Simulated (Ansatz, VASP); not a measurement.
**F in VASP and in Ansatz**

```xyz
4
Lattice="3.6463 -2.1547 0.0000 3.6463 2.1547 0.0000 0.0000 0.0000 6.4714" Properties=species:S:1:pos:R:3 pbc="T T T"
F     3.6463   -1.7778    0.6213
F     3.6463   -0.3769    3.8570
F     3.6463    0.3769    2.6143
F     3.6463    1.7778    5.8500
```

Change from the starting cell: strain +0.030 along x and y, +0.015 along z, atoms carried along.

Alike in both runs: task single point; functional PBEsol; k mesh 6 × 6 × 4; occupations gaussian, width 0.05 eV; no spin polarisation.

|  | VASP | Ansatz |
| --- | --- | --- |
| version | VASP 6.6.1 | Ansatz 0.2.0 |
| potentials or method | VASP PAW PBE potentials, release 64 (F), cutoff 520 eV | scalar-relativistic, plane waves, PAW |
| valence electrons in the cell | 28 | 28 |

|  | VASP | Ansatz | Ansatz less VASP |
| --- | --- | --- | --- |
| gap on the k mesh at the Fermi level (eV) | 2.75 | 2.81 | +0.062 |
| least direct gap on the mesh (eV) | 2.75 | 2.81 | +0.061 |
| pressure (GPa) | -2.5 | -2.7 | -0.16 |
| traceless stress, the component that is largest in VASP (GPa) | -2.35 | -2.98 | -0.635 |
| rms of the force components (eV/Å) | 0.761 | 0.953 | +0.1918 |

VASP's potentials were made for PBE, not for PBEsol. Atom by atom the forces differ by 0.192 eV/Å (rms over components). The functional is the same, so the differences come from potentials, cutoffs and numerics.
